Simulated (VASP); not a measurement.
Input of a VASP 6.6.1 run:

INCAR

```
PREC = Accurate
ENCUT = 520
EDIFF = 1E-6
ISMEAR = -1
SIGMA = 0.1
LREAL = F
LASPH = T
NELM = 60
ALGO = Normal
ISIF = 2
LWAVE = F
LCHARG = F
GGA = PE
NBANDS = 16
```

The input KPOINTS:

```
Automatic mesh
0
Gamma
  6 6 6
```

Contents of POSCAR:

```
CdSe
1.0
    0.0000000000      3.0075938420      3.0075938420
    3.0075938420      0.0000000000      3.0075938420
    3.0075938420      3.0075938420      0.0000000000
Cd Se
1 1
Direct
    0.0000000000      0.0000000000      0.0000000000
    0.7500000000      0.7500000000      0.7500000000
```

Potentials or basis: VASP PAW PBE potentials, release 64 (Cd, Se).

Run with:

```sh
$ cat potpaw_PBE.64/Cd/POTCAR potpaw_PBE.64/Se/POTCAR > POTCAR
$ mpirun -np 1 vasp_std > vasp.out
```

Question: What does it give for the pressure?

Answer: 5.3 GPa.

Question: What does it give for the band gap on the k mesh?

Answer: 0.68 eV, direct.

As with any semilocal functional, this PBE gap is likely too small.
